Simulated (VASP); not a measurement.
Here is a VASP 6.6.1 calculation.

File INCAR:

```
PREC = Accurate ; ENCUT = 500
EDIFF = 1E-6 ; ISMEAR = 0
SIGMA = 0.1 ; LREAL = False
LASPH = True ; NELM = 120
ALGO = Normal ; ISIF = 2
LWAVE = False ; LCHARG = False
NBANDS = 13 ; GGA_COMPAT = False
```

Contents of KPOINTS:

```
Automatic mesh
0
Gamma
  18 18 18
```

The input POSCAR:

```
Mo
1.0
   -1.5399474746      1.5399474746      1.5399474746
    1.5399474746     -1.5399474746      1.5399474746
    1.5399474746      1.5399474746     -1.5399474746
Mo
1
Direct
    0.0000000000      0.0000000000      0.0000000000
```

Potentials or basis: VASP PAW LDA potentials, release 64 (Mo_sv).

Run with:

```bash
$ cat potpaw_LDA.64/Mo_sv/POTCAR > POTCAR
$ mpirun -np 1 vasp_std > vasp.out
```

(1) Estimate the pressure.

(2) What does it give for the band gap on the k mesh?

Results:

(1) 11.0 GPa.

(2) zero (band 7 reaches 18.00 eV, above the bottom of band 8 at 12.08 eV).
